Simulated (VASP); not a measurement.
# SnGe2Te3 (P3m1) in VASP: relaxation of cell and atoms with PBE

Aim: the relaxation of cell and atoms of SnGe2Te3 with PBE.

All numbers are computed with VASP 6.6.1; they aren't measurements. Logs are shortened: lines on timing, memory, paths and dates and some standing lists are left out, and cuts for length are marked.

### 1 The cell of the first run

It takes space group P3m1 (No. 156, trigonal). The conventional cell has a = 4.318 Å, b = 4.318 Å, c = 11.112 Å, α = 90.00°, β = 90.00°, γ = 120.00°. Within 4.0 Å of Sn (site symmetry 3m) lie 6 Te at 3.02 to 3.43 Å. Within 3.8 Å of Ge (site symmetry 3m) lie 6 Te at 2.88 to 3.26 Å. Ge (site symmetry 3m) has 6 Te at 2.88 to 3.25 Å within 3.8 Å. Within 4.0 Å of Te (site symmetry 3m) lie 3 Sn at 3.02 Å and 3 Ge at 3.25 Å. Te (site symmetry 3m) has 3 Ge at 2.88 Å and 3 Sn at 3.43 Å within 3.8 Å. Te (site symmetry 3m) has 6 Ge at 2.88 to 3.26 Å within 3.8 Å.

### 2 Relaxation of cell and atoms, PBE

File INCAR:

```
SYSTEM = SnGe2Te3
PREC     = Accurate       ! precision mode
ENCUT    = 600            ! plane-wave cutoff, eV
EDIFF    = 1E-6           ! SCF threshold, eV
ISMEAR   = 0              ! smearing method
SIGMA    = 0.02           ! smearing width, eV
LREAL    = .FALSE.        ! projectors in reciprocal space
LASPH    = .TRUE.         ! aspherical terms in the spheres
NELM     = 80             ! most SCF steps
ALGO     = Normal         ! electronic algorithm
ISIF     = 3              ! what is computed and relaxed
LWAVE    = .FALSE.        ! write WAVECAR
LCHARG   = .FALSE.        ! write CHGCAR
GGA      = PE             ! functional
IBRION   = 2              ! ionic algorithm
NSW      = 100            ! ionic steps
EDIFFG   = -0.01          ! ionic threshold
KPAR     = 4
```

File KPOINTS:

```
regular mesh
0
G
  12 12 4
  0 0 0
```

File POSCAR:

```
SnGe2Te3
1.0
    4.3176304856     -0.0000000289      0.0000000000
   -2.1588152178      3.7391776991      0.0000000000
    0.0000000000      0.0000000000     11.1115785523
Sn Ge Te
1 2 3
Direct
    0.3333333333      0.6666666667      0.3376984794
    0.0000000000      0.0000000000      0.9964277149
    0.6666666667      0.3333333333      0.6782762616
    0.0000000000      0.0000000000      0.4906603355
    0.6666666667      0.3333333333      0.1260046942
    0.3333333333      0.6666666667      0.8079325144
```

Potentials or basis: VASP PAW PBE potentials, release 64 (Sn_d, Ge_d, Te).

Launch:

```sh
cat potpaw_PBE.64/Sn_d/POTCAR potpaw_PBE.64/Ge_d/POTCAR potpaw_PBE.64/Te/POTCAR > POTCAR
mpirun -np 4 vasp_std > vasp.out
```

OUTCAR:

```text
SYSTEM = SnGe2Te3
   PREC = Accurate
   ENCUT = 600
   EDIFF = 1E-6
   ISMEAR = 0
   LREAL = .FALSE.
   LASPH = .TRUE.
   NELM = 80
   ISIF = 3
   GGA = PE
   IBRION = 2
   NSW = 100
   EDIFFG = -0.01

 ion  position               nearest neighbor table
   1  0.333  0.667  0.338-   4 3.02   4 3.02   4 3.02   5 3.43   5 3.43   5 3.43
   2  0.000  0.000  0.996-   5 2.88   5 2.88   5 2.88   6 3.26   6 3.26   6 3.26
   3  0.667  0.333  0.678-   6 2.88   6 2.88   6 2.88   4 3.25   4 3.25   4 3.25
   4  0.000  0.000  0.491-   1 3.02   1 3.02   1 3.02   3 3.25   3 3.25   3 3.25
   5  0.667  0.333  0.126-   2 2.88   2 2.88   2 2.88   1 3.43   1 3.43   1 3.43
   6  0.333  0.667  0.808-   3 2.88   3 2.88   3 2.88   2 3.26   2 3.26   2 3.26

  LATTYP: Found a hexagonal cell.
 ALAT       =     4.3176304856
 C/A-ratio  =     2.5735362462

  Lattice vectors:

 A1 = (   4.3176304856,  -0.0000000289,   0.0000000000)
 A2 = (  -2.1588152178,   3.7391776991,   0.0000000000)
 A3 = (   0.0000000000,   0.0000000000,  11.1115785523)

Analysis of symmetry for initial positions (statically):
=====================================================================
 Subroutine PRICEL returns:
 Original cell was already a primitive cell.

 Routine SETGRP: Setting up the symmetry group for a
 hexagonal supercell.

 Subroutine GETGRP returns: Found  6 space group operations
 (whereof  6 operations were pure point group operations)
 out of a pool of 24 trial point group operations.

The static configuration has the point symmetry C_3v.

Analysis of symmetry for dynamics (positions and initial velocities):
=====================================================================
 Subroutine PRICEL returns:
 Original cell was already a primitive cell.

 Routine SETGRP: Setting up the symmetry group for a
 hexagonal supercell.

 Subroutine GETGRP returns: Found  6 space group operations
 (whereof  6 operations were pure point group operations)
 out of a pool of 24 trial point group operations.

The dynamic configuration has the point symmetry C_3v.

 Subroutine INISYM returns: Found  6 space group operations
 (whereof  6 operations are pure point group operations),
 and found     1 'primitive' translations

----------------------------------------------------------------------------------------

                                     Primitive cell

  volume of cell :     179.3896

  direct lattice vectors                    reciprocal lattice vectors
     4.317630486 -0.000000029  0.000000000     0.231608519  0.133719239  0.000000000
    -2.158815218  3.739177699  0.000000000     0.000000002  0.267438481  0.000000000
     0.000000000  0.000000000 11.111578552     0.000000000  0.000000000  0.089996214

  length of vectors
     4.317630486  4.317630486 11.111578552     0.267438481  0.267438481  0.089996214

  position of ions in fractional coordinates (direct lattice)
     0.333333333  0.666666667  0.337698479
     0.000000000  0.000000000  0.996427715
     0.666666667  0.333333333  0.678276262
     0.000000000  0.000000000  0.490660336
     0.666666667  0.333333333  0.126004694
     0.333333333  0.666666667  0.807932514

  ion indices of the primitive-cell ions
   primitive index   ion index
                 1           1
                 2           2
                 3           3
                 4           4
                 5           5
                 6           6

----------------------------------------------------------------------------------------

 KPOINTS: regular mesh

Automatic generation of k-mesh.
 Grid dimensions read from file:
 generate k-points for:   12   12    4

 Generating k-lattice:

  Cartesian coordinates                     Fractional coordinates (reciprocal lattice)
     0.019300710  0.011143270  0.000000000     0.083333333  0.000000000  0.000000000
     0.000000000  0.022286540  0.000000000     0.000000000  0.083333333  0.000000000
     0.000000000  0.000000000  0.022499053     0.000000000  0.000000000  0.250000000

  Length of vectors
     0.022286540  0.022286540  0.022499053

  Shift w.r.t. Gamma in fractional coordinates (k-lattice)
     0.000000000  0.000000000  0.000000000

 Subroutine IBZKPT returns following result:
 ===========================================

 Found     69 irreducible k-points:

 Following reciprocal coordinates:
            Coordinates               Weight
  0.000000  0.000000  0.000000      1.000000
  0.083333  0.000000  0.000000      6.000000
  0.166667  0.000000  0.000000      6.000000
  0.250000  0.000000  0.000000      6.000000
  0.333333  0.000000  0.000000      6.000000
  0.416667  0.000000  0.000000      6.000000
[... 16 lines left out ...]
  0.166667  0.000000  0.250000      6.000000
  0.000000  0.166667  0.250000      6.000000
 [... further k-points ...]
   k-points           NKPTS =     69   k-points in BZ     NKDIM =     69   number of bands    NBANDS=     36
   number of dos      NEDOS =    301   number of ions     NIONS =      6
   total plane-waves  NPLWV = 116640
   dimension x,y,z NGX =    36 NGY =   36 NGZ =   90
   dimension x,y,z NGXF=    72 NGYF=   72 NGZF=  180
   ions per type =               1   2   3
   NGX,Y,Z   is equivalent  to a cutoff of  13.86, 13.86, 13.47 a.u.
   NGXF,Y,Z  is equivalent  to a cutoff of  27.72, 27.72, 26.93 a.u.
 SYSTEM =  SnGe2Te3
   PREC   = accura    normal or accurate (medium, high low for compatibility)
   ISTART =      0    job   : 0-new  1-cont  2-samecut
   ICHARG =      2    charge: 1-file 2-atom 10-const
   ISPIN  =      1    spin polarized calculation?
   LNONCOLLINEAR =      F non collinear calculations
   LSORBIT =      F    spin-orbit coupling
   LASPH  =      T    aspherical Exc in radial PAW
   ENCUT  =  600.0 eV  44.10 Ry    6.64 a.u.   8.62  8.62 22.19*2*pi/ulx,y,z
   NELM   =     80;   NELMIN=  2; NELMDL= -5     # of ELM steps
   EDIFF  = 0.1E-05   stopping-criterion for ELM
   LREAL  =      F    real-space projection
   EDIFFG = -.1E-01   stopping-criterion for IOM
   NSW    =    100    number of steps for IOM
   IBRION =      2    ionic relax: 0-MD 1-quasi-New 2-CG
   NFREE  =      1    steps in history (QN), initial steepest desc. (CG)
   ISIF   =      3    stress and relaxation
   ISYM   =      2    0-nonsym 1-usesym 2-fastsym
   POTIM  = 0.5000    time-step for ionic-motion
   TEBEG  =    0.0;   TEEND  =   0.0 temperature during run
   PSTRESS=    0.0 pullay stress
   NELECT =      60.0000    total number of electrons
   NUPDOWN=      -1.0000    fix difference up-down
   EMIN   =  10.00;   EMAX   =-10.00  energy-range for DOS
   EFERMI =   0.00;   METHOD = LEGACY
   ISMEAR =     0;   SIGMA  =   0.02  broadening in eV -4-tet -1-fermi 0-gaus
   EFERMI_NEDOS =   21; number of points for ismear=-14 and -15
   IALGO  =     38    algorithm
   IMIX   =      4    mixing-type and parameters
     AMIX     =   0.40;   BMIX     =  1.00
     AMIX_MAG =   1.60;   BMIX_MAG =  1.00
  volume/ion in A,a.u.               =      29.90       201.76
  Fermi-wavevector in a.u.,A,eV,Ry     =   1.136387  2.147459 17.570219  1.291375
  Thomas-Fermi vector in A             =   2.273092
   LORBIT       =      0    0 simple, 1 ext, 2 COOP (PROOUT), +10 PAW based schemes
   GGA     = PE    functional components
   LHFCALC =     F    Hartree Fock is set to
   AEXX    =    0.0000 exact exchange contribution
   IVDW    =     0    specifies the selected vdW correction
   LEPSILON=     F    determine dielectric tensor
   LRPA    =     F    only Hartree local field effects (RPA)
 conjugate gradient relaxation of ions
 non-spin polarized calculation
 Gauss-broadening in eV      SIGMA  =   0.02
  energy-cutoff  :      600.00
  volume of cell :      179.39
 maximum number of plane-waves:      6032
 NGX is ok and might be reduce to    36
   NGX = 17   NGY = 17   NGZ = 45

--------------------------------------- Ionic step        1  -------------------------------------------

 number of electron      60.0000011 magnetization

 Free energy of the ion-electron system (eV)
  ---------------------------------------------------
  ext. energy  EPLUGINS =         0.00000000
  ---------------------------------------------------
  free energy    TOTEN  =       -23.18709019 eV

  energy without entropy =      -23.18709019  energy(sigma->0) =      -23.18709019

------------------------ aborting loop because EDIFF is reached ----------------------------------------

  FORCE on cell =-STRESS in cart. coord.  units (eV):
  Direction    XX          YY          ZZ          XY          YZ          ZX
  --------------------------------------------------------------------------------------
  -------------------------------------------------------------------------------------
  Total        0.0213470      0.0213470      0.0551451     -0.0000000     -0.0000000      0.0000000
  in kB        0.1906562      0.1906562      0.4925162     -0.0000000     -0.0000000      0.0000000
  external PRESSURE =       0.2912762 kB  Pullay stress =       0.0000000 kB
[... 305 lines left out ...]
  energy  without entropy=      -23.1894900155  energy(sigma->0) =      -23.18949002

--------------------------------------- Ionic step        9  -------------------------------------------

 number of electron      60.0000018 magnetization

 Free energy of the ion-electron system (eV)
  ---------------------------------------------------
  ext. energy  EPLUGINS =         0.00000000
  ---------------------------------------------------
  free energy    TOTEN  =       -23.18977678 eV

  energy without entropy =      -23.18977678  energy(sigma->0) =      -23.18977678

 E-fermi :   5.8489     XC(G=0):  -9.4704

 val. band max:        5.7109770433   @ k =   0.1667   0.0000   0.2500
 cond. band min:       6.2266520260   @ k =   0.5000   0.0000   0.5000
 fundamental gap:      0.5156749828
 Fermi energy:         5.8489290244

 k-point     1 :       0.0000    0.0000    0.0000
  band No.  band energies     occupation
      1     -19.0963      2.00000
      2     -19.0963      2.00000
      3     -19.0894      2.00000
      4     -19.0894      2.00000
      5     -19.0878      2.00000
      6     -19.0773      2.00000
[... 925 lines left out ...]
     35       8.1011      0.00000
     36       8.5554      0.00000

 [... further k-points ...]

------------------------ aborting loop because EDIFF is reached ----------------------------------------

  FORCE on cell =-STRESS in cart. coord.  units (eV):
  Direction    XX          YY          ZZ          XY          YZ          ZX
  --------------------------------------------------------------------------------------
  -------------------------------------------------------------------------------------
  Total       -0.0426676     -0.0426676     -0.0512814      0.0000000     -0.0000000      0.0000000
  in kB       -0.3833002     -0.3833002     -0.4606816      0.0000000     -0.0000000      0.0000000
  external PRESSURE =      -0.4090940 kB  Pullay stress =       0.0000000 kB
[... 21 lines left out ...]
  FREE ENERGIE OF THE ION-ELECTRON SYSTEM (eV)
  ---------------------------------------------------
  free  energy   TOTEN  =       -23.1897767775 eV

  energy  without entropy=      -23.1897767775  energy(sigma->0) =      -23.18977678

 reached required accuracy - stopping structural energy minimisation
```

Run time: 8.4 min. Hardware: 4 MPI ranks of Intel Xeon Platinum 8488C (Sapphire Rapids), shared host; peak memory 0.73 GiB.

Results:

- Free energy: -23.1898 eV
- Relaxed volume: 29.72 Å³/atom
- Relaxed cell: a = 4.320 Å, b = 4.320 Å, c = 11.035 Å, α = 90.00°, β = 90.00°, γ = 120.00°
- Space group after relaxing (to 0.1 Å): P3m1 (No. 156)
- Energy gained by relaxing: 0.4 meV/atom
- Ionic steps: 9
- Pressure after relaxing: 0.0 GPa
- Largest force after relaxing: 0.005 eV/Å
- Band gap on the k mesh: 0.52 eV (least direct gap 0.62 eV)

Forces on the atoms (eV/Å):
```
Sn   0.000  0.000 -0.003
Ge   0.000  0.000  0.002
Ge   0.000  0.000  0.005
Te   0.000  0.000  0.000
Te   0.000  0.000  0.000
Te   0.000  0.000 -0.004
```

Step by step:
| step | energy change (eV) | largest force (eV/Å) | pressure (GPa) | volume (Å³) |
| --- | --- | --- | --- | --- |
| 1 | 0.0000 | 0.0637 | 0.03 | 179.39 |
| 2 | -0.0008 | 0.0409 | -0.02 | 179.53 |
| 3 | -0.0013 | 0.0146 | -0.16 | 179.78 |
| 4 | -0.0018 | 0.0123 | -0.09 | 179.28 |
| 5 | -0.0022 | 0.0095 | 0.02 | 178.55 |
| 6 | -0.0022 | 0.0087 | 0.12 | 178.41 |
| 7 | -0.0022 | 0.0097 | 0.04 | 178.52 |
| 8 | -0.0024 | 0.0053 | 0.01 | 178.47 |
| 9 | -0.0027 | 0.0050 | -0.04 | 178.35 |

Final structure:
```cif
data_structure
_symmetry_space_group_name_H-M 'P 1'
_symmetry_Int_Tables_number 1
_cell_length_a 4.3199
_cell_length_b 4.3199
_cell_length_c 11.0354
_cell_angle_alpha 90.000
_cell_angle_beta 90.000
_cell_angle_gamma 120.000
_cell_volume 178.35
loop_
_atom_site_label
_atom_site_type_symbol
_atom_site_fract_x
_atom_site_fract_y
_atom_site_fract_z
_atom_site_occupancy
Sn1 Sn 0.33333 0.66667 0.33601 1
Ge1 Ge 0.00000 0.00000 0.99482 1
Ge2 Ge 0.66667 0.33333 0.67664 1
Te1 Te 0.00000 0.00000 0.49240 1
Te2 Te 0.66667 0.33333 0.12761 1
Te3 Te 0.33333 0.66667 0.80952 1
```

Caveat: spin-orbit coupling is left out, which moves the levels of the heavy elements. A k mesh can miss the band edges.
